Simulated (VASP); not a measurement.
# B2SbN (P-6m2) in VASP: further runs

B2SbN is run at these levels: LDA; tasks: single point, relaxation of cell and atoms.

Program: VASP 6.6.1. These are calculated values, not measurements. Logs are shortened: lines on timing, memory, paths and dates and some standing lists are left out, and cuts for length are marked.

## Step 1: The cell of the first run

Symmetry: P-6m2, No. 187, hexagonal system. The conventional cell has a = 3.298 Å, b = 3.298 Å, c = 6.972 Å, α = 90.00°, β = 90.00°, γ = 120.00°. Within 2.5 Å of B (site symmetry -6m2) lie 3 N at 1.90 Å. B (site symmetry -6m2) has 3 Sb at 1.90 Å within 2.5 Å. Within 2.5 Å of Sb (site symmetry -6m2) lie 3 B at 1.90 Å. Within 2.5 Å of N (site symmetry -6m2) lie 3 B at 1.90 Å.

## Step 2: Single point, LDA

Input file INCAR:

```
PREC = Accurate
ENCUT = 520
EDIFF = 1E-7
ISMEAR = 0
SIGMA = 0.1
LREAL = False
LASPH = True
NELM = 100
ALGO = Normal
ISIF = 2
LWAVE = False
LCHARG = False
NBANDS = 16
```

Input file KPOINTS:

```
Automatic mesh
0
Gamma
  15 15 6
```

Input file POSCAR:

```
B2SbN
1.0
    3.2975574149      0.0000000000      0.0000000000
   -1.6487787074      2.8557684917      0.0000000000
    0.0000000000      0.0000000000      6.9724627911
B Sb N
2 1 1
Direct
    0.3333333333      0.6666666667      0.0000000000
    0.6666666667      0.3333333333      0.5000000000
    0.3333333333      0.6666666667      0.5000000000
    0.6666666667      0.3333333333      0.0000000000
```

Potentials or basis: VASP PAW LDA potentials, release 64 (B, Sb, N).

Launch:

```console
cat potpaw_LDA.64/B/POTCAR potpaw_LDA.64/Sb/POTCAR potpaw_LDA.64/N/POTCAR > POTCAR
mpirun -np 1 vasp_std > vasp.out
```

OUTCAR:

```text
PREC = Accurate
   ENCUT = 520
   EDIFF = 1E-7
   ISMEAR = 0
   LREAL = False
   LASPH = True
   NELM = 100
   ISIF = 2

 ion  position               nearest neighbor table
   1  0.333  0.667  0.000-   4 1.90   4 1.90   4 1.90
   2  0.667  0.333  0.500-   3 1.90   3 1.90   3 1.90
   3  0.333  0.667  0.500-   2 1.90   2 1.90   2 1.90
   4  0.667  0.333  0.000-   1 1.90   1 1.90   1 1.90

  LATTYP: Found a hexagonal cell.
 ALAT       =     3.2975574149
 C/A-ratio  =     2.1144325674

  Lattice vectors:

 A1 = (   3.2975574149,   0.0000000000,   0.0000000000)
 A2 = (  -1.6487787074,   2.8557684917,   0.0000000000)
 A3 = (   0.0000000000,   0.0000000000,   6.9724627911)

Analysis of symmetry for initial positions (statically):
=====================================================================
 Subroutine PRICEL returns:
 Original cell was already a primitive cell.

 Routine SETGRP: Setting up the symmetry group for a
 hexagonal supercell.

 Subroutine GETGRP returns: Found 12 space group operations
 (whereof 12 operations were pure point group operations)
 out of a pool of 24 trial point group operations.

The static configuration has the point symmetry D_3h.

Analysis of symmetry for dynamics (positions and initial velocities):
=====================================================================
 Subroutine PRICEL returns:
 Original cell was already a primitive cell.

 Routine SETGRP: Setting up the symmetry group for a
 hexagonal supercell.

 Subroutine GETGRP returns: Found 12 space group operations
 (whereof 12 operations were pure point group operations)
 out of a pool of 24 trial point group operations.

The dynamic configuration has the point symmetry D_3h.

 Subroutine INISYM returns: Found 12 space group operations
 (whereof 12 operations are pure point group operations),
 and found     1 'primitive' translations

----------------------------------------------------------------------------------------

                                     Primitive cell

  volume of cell :      65.6601

  direct lattice vectors                    reciprocal lattice vectors
     3.297557415  0.000000000  0.000000000     0.303254765  0.175084220  0.000000000
    -1.648778707  2.855768492  0.000000000     0.000000000  0.350168441  0.000000000
     0.000000000  0.000000000  6.972462791     0.000000000  0.000000000  0.143421346

  length of vectors
     3.297557415  3.297557415  6.972462791     0.350168441  0.350168441  0.143421346

[... 83 lines left out ...]
   NELM   =    100;   NELMIN=  2; NELMDL= -5     # of ELM steps
   EDIFF  = 0.1E-06   stopping-criterion for ELM
   LREAL  =      F    real-space projection
   EDIFFG = 0.1E-05   stopping-criterion for IOM
   NSW    =      0    number of steps for IOM
   IBRION =     -1    ionic relax: 0-MD 1-quasi-New 2-CG
   NFREE  =      0    steps in history (QN), initial steepest desc. (CG)
   ISIF   =      2    stress and relaxation
   ISYM   =      2    0-nonsym 1-usesym 2-fastsym
   POTIM  = 0.5000    time-step for ionic-motion
   TEBEG  =    0.0;   TEEND  =   0.0 temperature during run
   PSTRESS=    0.0 pullay stress
   NELECT =      16.0000    total number of electrons
   NUPDOWN=      -1.0000    fix difference up-down
   EMIN   =  10.00;   EMAX   =-10.00  energy-range for DOS
   EFERMI =   0.00;   METHOD = LEGACY
   ISMEAR =     0;   SIGMA  =   0.10  broadening in eV -4-tet -1-fermi 0-gaus
   EFERMI_NEDOS =   21; number of points for ismear=-14 and -15
   IALGO  =     38    algorithm
   IMIX   =      4    mixing-type and parameters
     AMIX     =   0.40;   BMIX     =  1.00
     AMIX_MAG =   1.60;   BMIX_MAG =  1.00
  volume/ion in A,a.u.               =      16.42       110.77
  Fermi-wavevector in a.u.,A,eV,Ry     =   1.022542  1.932323 14.226133  1.045591
  Thomas-Fermi vector in A             =   2.156227
   LORBIT       =      0    0 simple, 1 ext, 2 COOP (PROOUT), +10 PAW based schemes
   GGA     = CA    functional components
   LHFCALC =     F    Hartree Fock is set to
   AEXX    =    0.0000 exact exchange contribution
   IVDW    =     0    specifies the selected vdW correction
   LEPSILON=     F    determine dielectric tensor
   LRPA    =     F    only Hartree local field effects (RPA)
 non-spin polarized calculation
 Gauss-broadening in eV      SIGMA  =   0.10
  energy-cutoff  :      520.00
  volume of cell :       65.66
 maximum number of plane-waves:      1792
 NGX is ok and might be reduce to    28
   NGX = 13   NGY = 13   NGZ = 25

 number of electron      15.9999999 magnetization

 Free energy of the ion-electron system (eV)
  ---------------------------------------------------
  ext. energy  EPLUGINS =         0.00000000
  ---------------------------------------------------
  free energy    TOTEN  =       -22.03510272 eV

  energy without entropy =      -22.03315477  energy(sigma->0) =      -22.03412875

 E-fermi :   3.8317     XC(G=0):  -9.5607

 val. band max:        3.7941058604   @ k =   0.0000   0.0000   0.0000
 cond. band min:       3.8652959573   @ k =   0.0667   0.0000   0.1667
 fundamental gap:      0.0711900970
 Fermi energy:         3.8316576256

 k-point     1 :       0.0000    0.0000    0.0000
  band No.  band energies     occupation
      1     -10.7778      2.00000
      2      -9.7190      2.00000
      3      -1.4651      2.00000
      4       1.2264      2.00000
      5       1.2264      2.00000
      6       1.6857      2.00000
[... 433 lines left out ...]
      3      -4.1306      2.00000
      4      -3.1956      2.00000
      5      -1.3413      2.00000
      6      -0.9574      2.00000
[... 8 lines left out ...]
     15      11.6946      0.00000
     16      13.1426      0.00000

 [... further k-points ...]
[... 5 lines left out ...]
  --------------------------------------------------------------------------------------
  -------------------------------------------------------------------------------------
  Total        0.8906657      0.8906657     -0.0032735      0.0000000     -0.0000000      0.0000000
  in kB       21.7332032     21.7332032     -0.0798773      0.0000000     -0.0000000      0.0000000
  external PRESSURE =      14.4621764 kB  Pullay stress =       0.0000000 kB

 VOLUME and BASIS-vectors are now :
 -----------------------------------------------------------------------------
  energy-cutoff  :      520.00
  volume of cell :       65.66
      direct lattice vectors                 reciprocal lattice vectors
     3.297557415  0.000000000  0.000000000     0.303254765  0.175084220  0.000000000
    -1.648778707  2.855768492  0.000000000     0.000000000  0.350168441  0.000000000
     0.000000000  0.000000000  6.972462791     0.000000000  0.000000000  0.143421346

 POSITION                                       TOTAL-FORCE (eV/Angst)
 -----------------------------------------------------------------------------------
     -0.00000      1.90385      0.00000         0.000000      0.000000      0.000000
      1.64878      0.95192      3.48623         0.000000      0.000000      0.000000
     -0.00000      1.90385      3.48623        -0.000000     -0.000000      0.000000
      1.64878      0.95192      0.00000        -0.000000      0.000000      0.000000
 -----------------------------------------------------------------------------------
    total drift:                                0.000000     -0.000000      0.000000

  FREE ENERGIE OF THE ION-ELECTRON SYSTEM (eV)
  ---------------------------------------------------
  free  energy   TOTEN  =       -22.0351027217 eV

  energy  without entropy=      -22.0331547701  energy(sigma->0) =      -22.03412875
```

OSZICAR:

```text
N       E                     dE             d eps       ncg     rms          rms(c)
DAV:   1     0.599132175203E+02    0.59913E+02   -0.62682E+03  3456   0.842E+02
DAV:   2    -0.200893020494E+02   -0.80003E+02   -0.72762E+02  4872   0.159E+02
DAV:   3    -0.253634566938E+02   -0.52742E+01   -0.52161E+01  4592   0.454E+01
DAV:   4    -0.254197723274E+02   -0.56316E-01   -0.56222E-01  4224   0.529E+00
DAV:   5    -0.254207124892E+02   -0.94016E-03   -0.93965E-03  4520   0.678E-01    0.113E+01
DAV:   6    -0.223044421698E+02    0.31163E+01   -0.54920E+00  4536   0.163E+01    0.576E+00
DAV:   7    -0.221140173415E+02    0.19042E+00   -0.10759E+00  4832   0.735E+00    0.246E+00
DAV:   8    -0.220471430721E+02    0.66874E-01   -0.12721E-01  4656   0.243E+00    0.130E+00
DAV:   9    -0.220355461966E+02    0.11597E-01   -0.31230E-02  4528   0.990E-01    0.326E-01
DAV:  10    -0.220352253021E+02    0.32089E-03   -0.17376E-03  4224   0.306E-01    0.129E-01
DAV:  11    -0.220351201395E+02    0.10516E-03   -0.48669E-04  4704   0.151E-01    0.377E-02
DAV:  12    -0.220351003977E+02    0.19742E-04   -0.63088E-05  4208   0.547E-02    0.132E-02
DAV:  13    -0.220351027128E+02   -0.23151E-05   -0.67166E-06  4776   0.161E-02    0.425E-03
DAV:  14    -0.220351027217E+02   -0.88894E-08   -0.53002E-07  4256   0.432E-03
   1 F= -.22035103E+02 E0= -.22034129E+02  d E =-.194795E-02
```

stdout:

```text
POSCAR found type information on POSCAR B SbN
 POSCAR found :  3 types and       4 ions
 scaLAPACK will be used
 LDA part: xc-table for (Slater(with rela. corr.)+CA(PZ))
 , standard interpolation
 POSCAR, INCAR and KPOINTS ok, starting setup
 FFT: planning ... GRIDC
 FFT: planning ... GRID_SOFT
 FFT: planning ... GRID
 WAVECAR not read
 entering main loop
```

Wall time 49 s (1 thread of Intel Xeon 6975P-C (Granite Rapids), shared host); peak memory 0.25 GiB.

Results:

```yaml
Free_energy: -22.0351 eV
Pressure: 1.4 GPa
Band_gap_on_the_k_mesh: zero (bands 8 and 9 overlap by 0.61 eV)
```

Caveat: semilocal functionals underestimate gaps, so a narrow gap can read as zero; spin-orbit coupling is left out, which moves the levels of the heavy elements.

## Step 3: Relaxation of cell and atoms, LDA

Input file INCAR:

```
SYSTEM = B2SbN
PREC = Accurate
ENCUT = 600
EDIFF = 1E-6
ISMEAR = 0
SIGMA = 0.1
LREAL = .False.
LASPH = .True.
NELM = 100
ALGO = Normal
ISIF = 3
LWAVE = .False.
LCHARG = .False.
IBRION = 2
NSW = 100
EDIFFG = -0.005
```

Input file KPOINTS:

```
regular mesh
0
Gamma
  15 15 6
  0 0 0
```

Input file POSCAR:

```
B2SbN
1.0
    3.2958407124      0.0000000000      0.0000000000
   -1.6479203562      2.8542817838      0.0000000000
    0.0000000000      0.0000000000      6.9808556885
B Sb N
2 1 1
Direct
    0.3333333333      0.6666666667      0.0000000000
    0.6666666667      0.3333333333      0.5000000000
    0.3333333333      0.6666666667      0.5000000000
    0.6666666667      0.3333333333      0.0000000000
```

Potentials or basis: VASP PAW LDA potentials, release 64 (B, Sb, N).

Launch:

```console
cat potpaw_LDA.64/B/POTCAR potpaw_LDA.64/Sb/POTCAR potpaw_LDA.64/N/POTCAR > POTCAR
mpirun -np 1 vasp_std > vasp.out
```

Run time: 2.9 min. Hardware: 1 thread of Intel Xeon 6975P-C (Granite Rapids), shared host; peak memory 0.27 GiB.

It converged, with:

```yaml
Free_energy: -22.0415 eV
Relaxed_volume: 16.37 Å³/atom
Relaxed_cell: a = 3.315 Å, b = 3.315 Å, c = 6.881 Å, α = 90.00°, β = 90.00°, γ = 120.00°
Space_group_after_relaxing_to_0.1_Å: P-6m2 (No. 187)
Energy_gained_by_relaxing: 1.5 meV/atom
Ionic_steps: 8
Pressure_after_relaxing: 0.0 GPa
Band_gap_on_the_k_mesh: zero (bands 8 and 9 overlap by 0.67 eV)
```

Step by step:
| step | energy change (eV) | largest force (eV/Å) | pressure (GPa) | volume (Å³) |
| --- | --- | --- | --- | --- |
| 1 | 0.0000 | 0.0000 | 1.57 | 65.67 |
| 2 | 0.0010 | 0.0000 | -1.72 | 67.21 |
| 3 | -0.0053 | 0.0000 | -0.06 | 66.40 |
| 4 | -0.0053 | 0.0000 | -0.03 | 66.38 |
| 5 | -0.0053 | 0.0000 | -0.02 | 66.34 |
| 6 | -0.0054 | 0.0000 | -0.02 | 66.22 |
| 7 | -0.0056 | 0.0000 | -0.01 | 65.98 |
| 8 | -0.0058 | 0.0000 | 0.01 | 65.49 |

Final structure:
```
CELL_PARAMETERS angstrom
3.31520 0.00000 0.00000
-1.65760 2.87104 0.00000
0.00000 0.00000 6.88097
ATOMIC_POSITIONS crystal
B 0.33333 0.66667 0.00000
B 0.66667 0.33333 0.50000
Sb 0.33333 0.66667 0.50000
N 0.66667 0.33333 0.00000
```

Levels at points of the mesh, in eV from the Fermi level:
```csv
k point,band 4,band 5,band 6,band 7,band 8,band 9,band 10,band 11,band 12
"(0.00, 0.00, 0.00)",-2.51,-2.51,-1.93,-0.50,-0.08,-0.08,4.24,4.87,4.87
"(0.00, 0.00, 0.50)",-3.34,-2.51,-2.51,-0.12,-0.09,-0.09,3.85,4.90,4.90
```

Caveat: semilocal functionals underestimate gaps, so a narrow gap can read as zero; spin-orbit coupling is left out, which moves the levels of the heavy elements.

## Step 4: Single point, LDA

Input file INCAR:

```
ALGO     = Normal         # electronic algorithm
EDIFF    = 1E-6           # SCF threshold, eV
ENCUT    = 520            # plane-wave cutoff, eV
GGA      = CA             # functional
ISIF     = 2              # what is computed and relaxed
ISMEAR   = -1             # smearing method
LASPH    = T              # aspherical terms in the spheres
LCHARG   = T              # write CHGCAR
LELF     = T              # ELF
LREAL    = F              # projectors in reciprocal space
LVHAR    = T            
LWAVE    = F              # write WAVECAR
NBANDS   = 16             # bands
NELM     = 100            # most SCF steps
PREC     = Accurate       # precision mode
SIGMA    = 0.15           # smearing width, eV
```

Input file KPOINTS:

```
k-points
0
Gamma
  15 15 6
```

Input file POSCAR:

```
B2SbN
1.0
    3.3007137492      0.0000000000      0.0000000000
   -1.6503568746      2.8585019575      0.0000000000
    0.0000000000      0.0000000000      6.9642670288
B Sb N
2 1 1
Direct
    0.3333333333      0.6666666667      0.0000000000
    0.6666666667      0.3333333333      0.5000000000
    0.3333333333      0.6666666667      0.5000000000
    0.6666666667      0.3333333333      0.0000000000
```

Launch:

```console
cat potpaw_LDA.64/B/POTCAR potpaw_LDA.64/Sb/POTCAR potpaw_LDA.64/N/POTCAR > POTCAR
mpirun -np 1 vasp_std > vasp.out
```

It took 58 s on 1 thread of Intel Xeon 6975P-C (Granite Rapids), shared host; peak memory 0.25 GiB.

The run converged. Its results:

```yaml
Free_energy: -22.0502 eV
Pressure: 1.4 GPa
Band_gap_on_the_k_mesh: zero (bands 8 and 9 overlap by 0.59 eV)
```

Stress tensor (GPa, compression positive):
```
2.17 0.00 0.00
0.00 2.17 0.00
0.00 0.00 0.00
```

Levels at points of the mesh, in eV from the Fermi level:
```tsv
k point	band 6	band 7	band 8	band 9	band 10	band 11
(0.00, 0.00, 0.00)	-2.26	-0.57	-0.22	-0.22	4.13	4.76
(0.00, 0.00, 0.50)	-2.70	-0.23	-0.23	-0.21	3.72	4.78
```

Caveat: semilocal functionals underestimate gaps, so a narrow gap can read as zero; spin-orbit coupling is left out, which moves the levels of the heavy elements.

(Part 1 of 2 ends here.)
